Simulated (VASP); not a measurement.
# AlN (P6_3mc) in VASP: a series of runs

AlN is run at these levels: PBEsol; tasks: single point, relaxation of cell and atoms.

Everything below comes from runs of VASP 6.6.1. Logs are shortened: lines on timing, memory, paths and dates and some standing lists are left out, and cuts for length are marked.

**The experiment to reproduce.**

From “Structural and optical properties of self-assembled AlN nanowires grown on SiO2/Si substrates by molecular beam epitaxy”, 2024, arxiv:2402.00216, for a bulk crystal of AlN at 0 K: band gap 6.0343 eV (an exciton energy, a little under the gap).

The results are compared with them further down.

## 1. The cell of the first run

Symmetry: P6_3mc, No. 186, hexagonal system. Conventional cell: a = 3.114 Å, b = 3.114 Å, c = 4.984 Å, α = 90.00°, β = 90.00°, γ = 120.00°. Within 2.5 Å of Al (site symmetry 3m) lie 4 N at 1.89 to 1.90 Å. Within 2.5 Å of N (site symmetry 3m) lie 4 Al at 1.89 to 1.90 Å.

## 2. Single point, PBEsol

Contents of INCAR:

```
PREC = Accurate
ENCUT = 520
EDIFF = 1E-6
ISMEAR = 0
SIGMA = 0.05
LREAL = F
LASPH = T
NELM = 60
ALGO = Normal
ISIF = 2
LWAVE = F
LCHARG = F
GGA = PS
NBANDS = 16
```

Contents of KPOINTS:

```
regular mesh
0
Gamma
  12 12 8
```

Contents of POSCAR:

```
AlN
1.0
    3.1138207702      0.0000000000      0.0000000000
   -1.5569103851      2.6966478898      0.0000000000
    0.0000000000      0.0000000000      4.9835885532
Al N
2 2
Direct
    0.3333333333      0.6666666667      0.0015085243
    0.6666666667      0.3333333333      0.5015085243
    0.3333333333      0.6666666667      0.3834914757
    0.6666666667      0.3333333333      0.8834914757
```

Potentials or basis: VASP PAW PBE potentials, release 64 (Al, N).

Command:

```
> cat potpaw_PBE.64/Al/POTCAR potpaw_PBE.64/N/POTCAR > POTCAR
> mpirun -np 1 vasp_std > vasp.out
```

OUTCAR:

```text
PREC = Accurate
   ENCUT = 520
   EDIFF = 1E-6
   ISMEAR = 0
   LREAL = F
   LASPH = T
   NELM = 60
   ISIF = 2
   GGA = PS

 ion  position               nearest neighbor table
   1  0.333  0.667  0.002-   4 1.89   4 1.89   4 1.89   3 1.90   2 3.07   2 3.07   2 3.07   2 3.07
                             2 3.07   2 3.07
   2  0.667  0.333  0.502-   3 1.89   3 1.89   3 1.89   4 1.90   1 3.07   1 3.07   1 3.07   1 3.07
                             1 3.07   1 3.07
   3  0.333  0.667  0.383-   2 1.89   2 1.89   2 1.89   1 1.90
   4  0.667  0.333  0.883-   1 1.89   1 1.89   1 1.89   2 1.90

  LATTYP: Found a hexagonal cell.
 ALAT       =     3.1138207702
 C/A-ratio  =     1.6004737976

  Lattice vectors:

 A1 = (   3.1138207702,   0.0000000000,   0.0000000000)
 A2 = (  -1.5569103851,   2.6966478898,   0.0000000000)
 A3 = (   0.0000000000,   0.0000000000,   4.9835885532)

Analysis of symmetry for initial positions (statically):
=====================================================================
 Subroutine PRICEL returns:
 Original cell was already a primitive cell.

 Routine SETGRP: Setting up the symmetry group for a
 hexagonal supercell.

 Subroutine GETGRP returns: Found 12 space group operations
 (whereof  6 operations were pure point group operations)
 out of a pool of 24 trial point group operations.

The static configuration has the point symmetry C_3v.
 The point group associated with its full space group is C_6v.

Analysis of symmetry for dynamics (positions and initial velocities):
=====================================================================
 Subroutine PRICEL returns:
 Original cell was already a primitive cell.

 Routine SETGRP: Setting up the symmetry group for a
 hexagonal supercell.

 Subroutine GETGRP returns: Found 12 space group operations
 (whereof  6 operations were pure point group operations)
 out of a pool of 24 trial point group operations.

The dynamic configuration has the point symmetry C_3v.
 The point group associated with its full space group is C_6v.

 Subroutine INISYM returns: Found 12 space group operations
 (whereof  6 operations are pure point group operations),
 and found     1 'primitive' translations

----------------------------------------------------------------------------------------

                                     Primitive cell

  volume of cell :      41.8466

  direct lattice vectors                    reciprocal lattice vectors
     3.113820770  0.000000000  0.000000000     0.321148863  0.185415383  0.000000000
    -1.556910385  2.696647890  0.000000000     0.000000000  0.370830765  0.000000000
     0.000000000  0.000000000  4.983588553     0.000000000  0.000000000  0.200658620

  length of vectors
     3.113820770  3.113820770  4.983588553     0.370830765  0.370830765  0.200658620

  position of ions in fractional coordinates (direct lattice)
     0.333333333  0.666666667  0.001508524
     0.666666667  0.333333333  0.501508524
     0.333333333  0.666666667  0.383491476
     0.666666667  0.333333333  0.883491476

  ion indices of the primitive-cell ions
   primitive index   ion index
                 1           1
                 2           2
                 3           3
                 4           4

----------------------------------------------------------------------------------------

 KPOINTS: regular mesh

Automatic generation of k-mesh.
 Grid dimensions read from file:
 generate k-points for:   12   12    8

 Generating k-lattice:

  Cartesian coordinates                     Fractional coordinates (reciprocal lattice)
     0.026762405  0.015451282  0.000000000     0.083333333 -0.000000000  0.000000000
     0.000000000  0.030902564  0.000000000     0.000000000  0.083333333  0.000000000
     0.000000000  0.000000000  0.025082327     0.000000000  0.000000000  0.125000000

  Length of vectors
     0.030902564  0.030902564  0.025082327

  Shift w.r.t. Gamma in fractional coordinates (k-lattice)
     0.000000000  0.000000000  0.000000000

 Subroutine IBZKPT returns following result:
 ===========================================

 Found     95 irreducible k-points:

 Following reciprocal coordinates:
            Coordinates               Weight
  0.000000  0.000000  0.000000      1.000000
  0.083333  0.000000  0.000000      6.000000
  0.166667  0.000000  0.000000      6.000000
  0.250000  0.000000  0.000000      6.000000
  0.333333  0.000000  0.000000      6.000000
  0.416667  0.000000  0.000000      6.000000
[... 16 lines left out ...]
  0.250000  0.000000  0.125000     12.000000
  0.333333  0.000000  0.125000     12.000000
 [... further k-points ...]
   k-points           NKPTS =     95   k-points in BZ     NKDIM =     95   number of bands    NBANDS=     16
   number of dos      NEDOS =    301   number of ions     NIONS =      4
   total plane-waves  NPLWV =  23040
   dimension x,y,z NGX =    24 NGY =   24 NGZ =   40
   dimension x,y,z NGXF=    48 NGYF=   48 NGZF=   80
   ions per type =               2   2
   NGX,Y,Z   is equivalent  to a cutoff of  12.81, 12.81, 13.34 a.u.
   NGXF,Y,Z  is equivalent  to a cutoff of  25.63, 25.63, 26.69 a.u.
 SYSTEM =  unknown system
   PREC   = accura    normal or accurate (medium, high low for compatibility)
   ISTART =      0    job   : 0-new  1-cont  2-samecut
   ICHARG =      2    charge: 1-file 2-atom 10-const
   ISPIN  =      1    spin polarized calculation?
   LNONCOLLINEAR =      F non collinear calculations
   LSORBIT =      F    spin-orbit coupling
   LASPH  =      T    aspherical Exc in radial PAW
   ENCUT  =  520.0 eV  38.22 Ry    6.18 a.u.   5.79  5.79  9.27*2*pi/ulx,y,z
   NELM   =     60;   NELMIN=  2; NELMDL= -5     # of ELM steps
   EDIFF  = 0.1E-05   stopping-criterion for ELM
   LREAL  =      F    real-space projection
[... 7 lines left out ...]
   TEBEG  =    0.0;   TEEND  =   0.0 temperature during run
   PSTRESS=    0.0 pullay stress
   NELECT =      16.0000    total number of electrons
   NUPDOWN=      -1.0000    fix difference up-down
   EMIN   =  10.00;   EMAX   =-10.00  energy-range for DOS
   EFERMI =   0.00;   METHOD = LEGACY
   ISMEAR =     0;   SIGMA  =   0.05  broadening in eV -4-tet -1-fermi 0-gaus
   EFERMI_NEDOS =   21; number of points for ismear=-14 and -15
   IALGO  =     38    algorithm
   IMIX   =      4    mixing-type and parameters
     AMIX     =   0.40;   BMIX     =  1.00
     AMIX_MAG =   1.60;   BMIX_MAG =  1.00
  volume/ion in A,a.u.               =      10.46        70.60
  Fermi-wavevector in a.u.,A,eV,Ry     =   1.188214  2.245400 19.209433  1.411853
  Thomas-Fermi vector in A             =   2.324349
   LORBIT       =      0    0 simple, 1 ext, 2 COOP (PROOUT), +10 PAW based schemes
   GGA     = PS    functional components
   LHFCALC =     F    Hartree Fock is set to
   AEXX    =    0.0000 exact exchange contribution
   IVDW    =     0    specifies the selected vdW correction
   LEPSILON=     F    determine dielectric tensor
   LRPA    =     F    only Hartree local field effects (RPA)
 non-spin polarized calculation
 Gauss-broadening in eV      SIGMA  =   0.05
  energy-cutoff  :      520.00
  volume of cell :       41.85
 maximum number of plane-waves:      1152
 NGX is ok and might be reduce to    24
   NGX = 11   NGY = 11   NGZ = 19

 number of electron      15.9999997 magnetization

 Free energy of the ion-electron system (eV)
  ---------------------------------------------------
  ext. energy  EPLUGINS =         0.00000000
  ---------------------------------------------------
  free energy    TOTEN  =       -31.31243070 eV

  energy without entropy =      -31.31243070  energy(sigma->0) =      -31.31243070

 E-fermi :   6.2431     XC(G=0): -11.0993

 val. band max:        6.0508504764   @ k =   0.0000   0.0000   0.0000
 cond. band min:      10.1613683215   @ k =   0.0000   0.0000   0.0000
 fundamental gap:      4.1105178451
 Fermi energy:         6.2430921008

 k-point     1 :       0.0000    0.0000    0.0000
  band No.  band energies     occupation
      1      -9.1106      2.00000
      2      -6.9310      2.00000
      3       0.0006      2.00000
      4       5.1726      2.00000
      5       5.1726      2.00000
      6       5.8269      2.00000
[... 8 lines left out ...]
     15      19.0698      0.00000
     16      19.0698      0.00000

 k-point     2 :       0.0833    0.0000    0.0000
  band No.  band energies     occupation
      1      -9.0213      2.00000
      2      -6.8801      2.00000
      3       0.1065      2.00000
      4       4.7552      2.00000
      5       5.0543      2.00000
      6       5.4096      2.00000
[... 8 lines left out ...]
     15      19.1097      0.00000
     16      19.1425      0.00000

 k-point     3 :       0.1667    0.0000    0.0000
  band No.  band energies     occupation
      1      -8.7608      2.00000
      2      -6.7410      2.00000
      3       0.4188      2.00000
      4       3.7395      2.00000
      5       4.5296      2.00000
      6       4.7769      2.00000
[... 8 lines left out ...]
     15      18.2885      0.00000
     16      18.7108      0.00000

 k-point     4 :       0.2500    0.0000    0.0000
  band No.  band energies     occupation
      1      -8.3545      2.00000
      2      -6.5569      2.00000
      3       0.9194      2.00000
      4       2.5569      2.00000
      5       3.5629      2.00000
      6       4.4590      2.00000
[... 8 lines left out ...]
     15      18.0475      0.00000
     16      19.1966      0.00000

 k-point     5 :       0.3333    0.0000    0.0000
  band No.  band energies     occupation
      1      -7.8550      2.00000
      2      -6.4040      2.00000
      3       1.5032      2.00000
      4       1.5749      2.00000
      5       2.6977      2.00000
      6       4.1833      2.00000
[... 8 lines left out ...]
     15      18.0286      0.00000
     16      20.3071      0.00000

 k-point     6 :       0.4167    0.0000    0.0000
  band No.  band energies     occupation
      1      -7.3655      2.00000
      2      -6.3687      2.00000
      3       0.7980      2.00000
      4       2.0671      2.00000
      5       2.2828      2.00000
      6       4.0002      2.00000
[... 8 lines left out ...]
     15      18.4544      0.00000
     16      21.1155      0.00000

 k-point     7 :       0.5000    0.0000    0.0000
  band No.  band energies     occupation
      1      -7.1175      2.00000
      2      -6.4132      2.00000
      3       0.5472      2.00000
      4       1.8500      2.00000
      5       2.6734      2.00000
      6       3.9363      2.00000
[... 8 lines left out ...]
     15      18.7207      0.00000
     16      21.0512      0.00000

 k-point     8 :       0.0833    0.0833    0.0000
  band No.  band energies     occupation
      1      -8.8463      2.00000
      2      -6.7850      2.00000
      3       0.3157      2.00000
      4       4.1691      2.00000
      5       4.4526      2.00000
      6       5.1239      2.00000
[... 8 lines left out ...]
     15      18.4827      0.00000
     16      19.3002      0.00000

 k-point     9 :       0.1667    0.0833    0.0000
  band No.  band energies     occupation
      1      -8.5122      2.00000
      2      -6.6224      2.00000
      3       0.7228      2.00000
      4       3.1500      2.00000
      5       3.6621      2.00000
      6       4.6985      2.00000
[... 8 lines left out ...]
     15      18.4995      0.00000
     16      19.0607      0.00000
[... 172 lines left out ...]
 k-point    19 :       0.3333    0.3333    0.0000
  band No.  band energies     occupation
      1      -6.5774      2.00000
      2      -6.5774      2.00000
      3       1.1687      2.00000
      4       2.2338      2.00000
      5       2.2338      2.00000
      6       3.5639      2.00000
[... 8 lines left out ...]
     15      18.9558      0.00000
     16      20.6132      0.00000

 k-point    20 :       0.0000    0.0000    0.1250
  band No.  band energies     occupation
      1      -9.0500      2.00000
      2      -7.0538      2.00000
      3       0.2159      2.00000
      4       5.1961      2.00000
      5       5.1961      2.00000
      6       5.6889      2.00000
[... 8 lines left out ...]
     15      18.8311      0.00000
     16      18.8311      0.00000

 k-point    21 :       0.0833    0.0000    0.1250
  band No.  band energies     occupation
      1      -8.9613      2.00000
      2      -6.9996      2.00000
      3       0.3131      2.00000
      4       4.7841      2.00000
      5       5.0809      2.00000
      6       5.2352      2.00000
[... 8 lines left out ...]
     15      18.7380      0.00000
     16      18.9322      0.00000

 k-point    22 :       0.1667    0.0000    0.1250
  band No.  band energies     occupation
      1      -8.7029      2.00000
      2      -6.8499      2.00000
      3       0.5939      2.00000
      4       3.7830      2.00000
      5       4.3916      2.00000
      6       4.8095      2.00000
[... 8 lines left out ...]
     15      18.4088      0.00000
     16      18.8236      0.00000

 k-point    23 :       0.2500    0.0000    0.1250
  band No.  band energies     occupation
      1      -8.3007      2.00000
      2      -6.6476      2.00000
      3       1.0051      2.00000
      4       2.6594      2.00000
      5       3.4480      2.00000
      6       4.4968      2.00000
[... 8 lines left out ...]
     15      18.2374      0.00000
     16      19.2433      0.00000

 k-point    24 :       0.3333    0.0000    0.1250
  band No.  band energies     occupation
      1      -7.8079      2.00000
      2      -6.4694      2.00000
      3       1.1720      2.00000
      4       1.9967      2.00000
      5       2.6402      2.00000
      6       4.2247      2.00000
[... 8 lines left out ...]
     15      18.3027      0.00000
     16      20.2577      0.00000

 [... further k-points ...]

------------------------ aborting loop because EDIFF is reached ----------------------------------------

  FORCE on cell =-STRESS in cart. coord.  units (eV):
  Direction    XX          YY          ZZ          XY          YZ          ZX
  --------------------------------------------------------------------------------------
  -------------------------------------------------------------------------------------
  Total       -0.0188402     -0.0188402     -0.0153411      0.0000000      0.0000000     -0.0000000
  in kB       -0.7213319     -0.7213319     -0.5873650      0.0000000      0.0000000     -0.0000000
  external PRESSURE =      -0.6766763 kB  Pullay stress =       0.0000000 kB

 VOLUME and BASIS-vectors are now :
 -----------------------------------------------------------------------------
  energy-cutoff  :      520.00
  volume of cell :       41.85
      direct lattice vectors                 reciprocal lattice vectors
     3.113820770  0.000000000  0.000000000     0.321148863  0.185415383  0.000000000
    -1.556910385  2.696647890  0.000000000     0.000000000  0.370830765  0.000000000
     0.000000000  0.000000000  4.983588553     0.000000000  0.000000000  0.200658620

 POSITION                                       TOTAL-FORCE (eV/Angst)
 -----------------------------------------------------------------------------------
     -0.00000      1.79777      0.00752         0.000000      0.000000     -0.000530
      1.55691      0.89888      2.49931        -0.000000     -0.000000     -0.000530
     -0.00000      1.79777      1.91116        -0.000000      0.000000      0.000530
      1.55691      0.89888      4.40296         0.000000      0.000000      0.000530
 -----------------------------------------------------------------------------------
    total drift:                               -0.000000      0.000000      0.000726

  FREE ENERGIE OF THE ION-ELECTRON SYSTEM (eV)
  ---------------------------------------------------
  free  energy   TOTEN  =       -31.3124306981 eV

  energy  without entropy=      -31.3124306981  energy(sigma->0) =      -31.31243070
```

Run time: 26 s. Hardware: 1 thread of Intel Xeon 6975P-C (Granite Rapids), shared host; peak memory 0.19 GiB.

What came out:

* Free energy: -31.3124 eV
* Pressure: -0.1 GPa
* Band gap on the k mesh: 4.11 eV

Caveat: the PAW data sets were made with another functional, which shifts forces and pressure a little.

(Continued in part 2 of 2.)
